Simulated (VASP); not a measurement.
# Si (P6_3/mmc) in VASP: further runs, part 2 of 2

VASP 6.6.1. Earlier steps stand in the parts before.

### 3 Single point, LDA (c/a of the conventional cell at fixed volume 1.9850)

The input, INCAR:

```
SYSTEM = Si
ALGO     = Normal         ! electronic algorithm
EDIFF    = 1E-7           ! SCF threshold, eV
ENCUT    = 520            ! plane-wave cutoff, eV
GGA      = CA             ! functional
ISIF     = 2              ! what is computed and relaxed
ISMEAR   = 0              ! smearing method
LASPH    = .TRUE.         ! aspherical terms in the spheres
LCHARG   = .FALSE.        ! write CHGCAR
LREAL    = .FALSE.        ! projectors in reciprocal space
LWAVE    = .FALSE.        ! write WAVECAR
NBANDS   = 16             ! bands
NELM     = 100            ! most SCF steps
PREC     = Accurate       ! precision mode
SIGMA    = 0.03           ! smearing width, eV
```

The input, KPOINTS:

```
k-points
0
G
  12 12 6
  0 0 0
```

The input, POSCAR:

```
Si
1.0
    3.5775365161      0.0000000000      0.0000000000
   -1.7887682581      3.0982375059      0.0000000000
    0.0000000000      0.0000000000      7.1014099845
Si
4
Direct
    0.3333333333      0.6666666667      0.0487246481
    0.6666666667      0.3333333333      0.5487246481
    0.3333333333      0.6666666667      0.4512753519
    0.6666666667      0.3333333333      0.9512753519
```

Potentials or basis: VASP PAW LDA potentials, release 64 (Si).

The run is started by

```bash
$ cat potpaw_LDA.64/Si/POTCAR > POTCAR
$ mpirun -np 1 vasp_std > vasp.out
```

OUTCAR:

```text
SYSTEM = Si
   EDIFF = 1E-7
   ENCUT = 520
   GGA = CA
   ISIF = 2
   ISMEAR = 0
   LASPH = .TRUE.
   LREAL = .FALSE.
   NELM = 100
   PREC = Accurate

 ion  position               nearest neighbor table
   1  0.333  0.667  0.049-   4 2.18   4 2.18   4 2.18   3 2.86
   2  0.667  0.333  0.549-   3 2.18   3 2.18   3 2.18   4 2.86
   3  0.333  0.667  0.451-   2 2.18   2 2.18   2 2.18   1 2.86
   4  0.667  0.333  0.951-   1 2.18   1 2.18   1 2.18   2 2.86

  LATTYP: Found a hexagonal cell.
 ALAT       =     3.5775365161
 C/A-ratio  =     1.9850000000

  Lattice vectors:

 A1 = (   3.5775365161,   0.0000000000,   0.0000000000)
 A2 = (  -1.7887682581,   3.0982375059,   0.0000000000)
 A3 = (   0.0000000000,   0.0000000000,   7.1014099845)

Analysis of symmetry for initial positions (statically):
=====================================================================
 Subroutine PRICEL returns:
 Original cell was already a primitive cell.

 Routine SETGRP: Setting up the symmetry group for a
 hexagonal supercell.

[... 168 lines left out ...]
  ---------------------------------------------------
  free energy    TOTEN  =       -22.03490083 eV

  energy without entropy =      -22.03489326  energy(sigma->0) =      -22.03489705

 E-fermi :   5.9467     XC(G=0):  -9.6256

 val. band max:        5.8910642855   @ k =   0.2500   0.0000   0.0000
 cond. band min:       6.0022673047   @ k =   0.2500   0.0000   0.0000
 fundamental gap:      0.1112030192
 Fermi energy:         5.9466657195

 k-point     1 :       0.0000    0.0000    0.0000
  band No.  band energies     occupation
      1      -6.4791      2.00000
      2      -5.4049      2.00000
      3      -0.4136      2.00000
      4       5.1621      2.00000
      5       5.1621      2.00000
      6       5.2022      2.00000
[... 433 lines left out ...]
      3      -0.2251      2.00000
      4       0.7837      2.00000
      5       1.5201      2.00000
      6       3.6795      2.00000
[... 8 lines left out ...]
     15      13.1288      0.00000
     16      13.8029      0.00000

 [... further k-points ...]
[... 5 lines left out ...]
  --------------------------------------------------------------------------------------
  -------------------------------------------------------------------------------------
  Total       10.9962032     10.9962032     -5.8377869     -0.0000000     -0.0000000      0.0000000
  in kB      223.8257092    223.8257092   -118.8270877     -0.0000000     -0.0000000      0.0000000
  external PRESSURE =     109.6081103 kB  Pullay stress =       0.0000000 kB

 VOLUME and BASIS-vectors are now :
 -----------------------------------------------------------------------------
  energy-cutoff  :      520.00
  volume of cell :       78.71
      direct lattice vectors                 reciprocal lattice vectors
     3.577536516  0.000000000  0.000000000     0.279521955  0.161382076  0.000000000
    -1.788768258  3.098237506  0.000000000     0.000000000  0.322764152  0.000000000
     0.000000000  0.000000000  7.101409985     0.000000000  0.000000000  0.140817106

 POSITION                                       TOTAL-FORCE (eV/Angst)
 -----------------------------------------------------------------------------------
     -0.00000      2.06549      0.34601        -0.000000     -0.000000      2.177055
      1.78877      1.03275      3.89672         0.000000      0.000000      2.177055
     -0.00000      2.06549      3.20469         0.000000     -0.000000     -2.177055
      1.78877      1.03275      6.75540         0.000000      0.000000     -2.177055
 -----------------------------------------------------------------------------------
    total drift:                               -0.000000      0.000000     -0.000000

  FREE ENERGIE OF THE ION-ELECTRON SYSTEM (eV)
  ---------------------------------------------------
  free  energy   TOTEN  =       -22.0349008350 eV

  energy  without entropy=      -22.0348932595  energy(sigma->0) =      -22.03489705
```

Run time: 68 s. Hardware: 1 thread of Intel Xeon Platinum 8488C (Sapphire Rapids), shared host; peak memory 0.2 GiB.

What came out:

| Quantity | Value |
| --- | --- |
| Free energy | -22.0349 eV |
| Pressure | 11.0 GPa |
| Largest force | 2.177 eV/Å |
| Band gap on the k mesh | 0.11 eV, direct |

Forces in eV/Å, atoms in the order of the input:
```
Si   0.000  0.000  2.177
Si   0.000  0.000  2.177
Si   0.000  0.000 -2.177
Si   0.000  0.000 -2.177
```

Stress tensor (GPa, compression positive):
```
 22.38   0.00   0.00
  0.00  22.38   0.00
  0.00   0.00 -11.88
```

Levels at points of the mesh, in eV from the valence-band top:
| k point | band 5 | band 6 | band 7 | band 8 | band 9 | band 10 | band 11 | band 12 |
| --- | --- | --- | --- | --- | --- | --- | --- | --- |
| (0.00, 0.00, 0.00) | -0.73 | -0.69 | -0.15 | -0.15 | 0.27 | 3.16 | 3.17 | 3.17 |
| (0.50, 0.00, 0.00) | -3.62 | -2.57 | -1.97 | -1.90 | 1.04 | 1.80 | 2.15 | 3.47 |
| (0.00, 0.00, 0.50) | -0.47 | -0.47 | -0.47 | -0.47 | 3.35 | 3.35 | 3.57 | 3.57 |
| (0.50, 0.00, 0.50) | -2.26 | -2.26 | -2.12 | -2.12 | 0.64 | 0.64 | 1.51 | 1.51 |

Caveat: forces of over 1 eV/Å act on the atoms, so gaps and moduli don't describe the material at rest. A k mesh can miss the band edges.

### 4 Single point, LDA (c/a of the conventional cell at fixed volume 1.3233)

The input, INCAR:

```
SYSTEM = Si
PREC = Accurate
ENCUT = 520
EDIFF = 1E-6
ISMEAR = 0
SIGMA = 0.03
LREAL = .FALSE.
LASPH = .TRUE.
NELM = 80
ALGO = Normal
ISIF = 2
LWAVE = .FALSE.
LCHARG = .FALSE.
GGA = CA
NBANDS = 16
```

The input, KPOINTS:

```
Automatic mesh
0
G
  12 12 6
  0 0 0
```

The input, POSCAR:

```
Si
1.0
    4.0952913888      0.0000000000      0.0000000000
   -2.0476456944      3.5466263786      0.0000000000
    0.0000000000      0.0000000000      5.4192990949
Si
4
Direct
    0.3333333333      0.6666666667      0.0582655800
    0.6666666667      0.3333333333      0.5582655800
    0.3333333333      0.6666666667      0.4417344200
    0.6666666667      0.3333333333      0.9417344200
```

The run is started by

```bash
$ cat potpaw_LDA.64/Si/POTCAR > POTCAR
$ mpirun -np 1 vasp_std > vasp.out
```

Wall time 64 s (1 thread of Intel Xeon Platinum 8488C (Sapphire Rapids), shared host); peak memory 0.18 GiB.

It converged, with:

```yaml
Free_energy: -21.9642 eV
Pressure: 5.9 GPa
Largest_force: 3.334 eV/Å
Band_gap_on_the_k_mesh: zero (band 8 reaches 6.45 eV, above the bottom of band 9 at 5.40 eV)
```

Forces in eV/Å, atoms in the order of the input:
```
Si   0.000  0.000 -3.334
Si   0.000  0.000 -3.334
Si   0.000  0.000  3.334
Si   0.000  0.000  3.334
```

Stress tensor (GPa, compression positive):
```
-12.89   0.00   0.00
  0.00 -12.89   0.00
  0.00   0.00  43.61
```

Levels at points of the mesh, in eV from the Fermi level:
| k point | band 5 | band 6 | band 7 | band 8 | band 9 | band 10 | band 11 | band 12 |
| --- | --- | --- | --- | --- | --- | --- | --- | --- |
| (0.00, 0.00, 0.00) | -2.38 | -1.12 | -0.03 | 0.62 | 0.62 | 1.14 | 1.14 | 2.98 |
| (0.50, 0.00, 0.00) | -4.55 | -3.61 | -2.99 | -0.50 | -0.44 | 2.66 | 3.12 | 3.76 |
| (0.00, 0.00, 0.50) | -1.39 | -1.39 | -1.39 | -1.39 | 0.75 | 0.75 | 2.66 | 2.66 |
| (0.50, 0.00, 0.50) | -2.57 | -2.57 | -1.24 | -1.24 | 1.05 | 1.05 | 3.39 | 3.39 |

Caveat: forces of over 1 eV/Å act on the atoms, so gaps and moduli don't describe the material at rest.

### 5 Single point, LDA (c/a of the conventional cell at fixed volume 1.9850)

The input, INCAR:

```
ALGO = Normal
EDIFF = 1E-7
ENCUT = 520
GGA = CA
ISIF = 2
ISMEAR = 0
LASPH = True
LCHARG = True
LELF = True
LREAL = False
LVHAR = True
LWAVE = False
NBANDS = 16
NELM = 80
PREC = Accurate
SIGMA = 0.03
```

The input, KPOINTS:

```
k-points
0
Gamma
  12 12 6
```

The input, POSCAR:

```
Si
1.0
    3.5775365161      0.0000000000      0.0000000000
   -1.7887682581      3.0982375059      0.0000000000
    0.0000000000      0.0000000000      7.1014099845
Si
4
Direct
    0.3333333333      0.6666666667      0.0868883759
    0.6666666667      0.3333333333      0.5868883759
    0.3333333333      0.6666666667      0.4131116241
    0.6666666667      0.3333333333      0.9131116241
```

The run is started by

```bash
$ cat potpaw_LDA.64/Si/POTCAR > POTCAR
$ mpirun -np 1 vasp_std > vasp.out
```

Wall time 69 s (1 thread of Intel Xeon Platinum 8488C (Sapphire Rapids), shared host); peak memory 0.2 GiB.

It converged, with:

* Free energy: -22.4565 eV
* Pressure: -3.6 GPa
* Largest force: 2.091 eV/Å
* Band gap on the k mesh: zero (band 8 reaches 7.57 eV, above the bottom of band 9 at 5.73 eV)

Forces on the atoms (eV/Å):
```
Si   0.000  0.000 -2.091
Si   0.000  0.000 -2.091
Si   0.000  0.000  2.091
Si   0.000  0.000  2.091
```

Stress tensor (GPa, compression positive):
```
  1.99   0.00   0.00
  0.00   1.99   0.00
  0.00   0.00 -14.82
```

Levels at points of the mesh, in eV from the Fermi level:
```
           k point  band 4  band 5  band 6  band 7  band 8  band 9  band 10  band 11  band 12  band 13
(0.00, 0.00, 0.00)   -2.55   -0.26   -0.05   -0.05    1.26    1.26     2.67     2.67     3.19     4.91
(0.50, 0.00, 0.00)   -6.04   -5.25   -3.85   -2.00   -0.64    0.91     1.31     2.15     2.60     3.19
(0.00, 0.00, 0.50)   -5.97    0.43    0.43    0.43    0.43    3.16     3.16     3.77     3.77     3.77
(0.50, 0.00, 0.50)   -7.11   -3.58   -3.58   -1.48   -1.48   -0.31    -0.31     2.14     2.14     4.69
```

Caveat: forces of over 1 eV/Å act on the atoms, so gaps and moduli don't describe the material at rest.

### 6 Overview

| cell | gap on the mesh (eV) | pressure (GPa) | largest force (eV/Å) |
| --- | --- | --- | --- |
| a = 3.854, b = 3.854, c = 6.120 Å, angles 90.0, 90.0, 120.0°, 4 atoms | none | 0.2 | 1.40 |
| a = 3.578, b = 3.578, c = 7.101 Å, angles 90.0, 90.0, 120.0°, 4 atoms | none | -3.6 | 2.09 |
| a = 4.095, b = 4.095, c = 5.419 Å, angles 90.0, 90.0, 120.0°, 4 atoms | none | 5.9 | 3.33 |

Some of these runs hold the atoms at other places in the same cell, which the table doesn't show; runs alike in all that it shows share one row.

Alike in all rows: task single point; level LDA; potentials or basis VASP PAW LDA potentials, release 64 (Si); no spin polarisation; k mesh 12 × 12 × 6; cutoff (eV) 520; smearing gaussian 0.03 eV.

Caveats: forces of over 1 eV/Å act on the atoms, so gaps and moduli don't describe the material at rest.

Absolute energies hang on the potentials; compare differences alone.
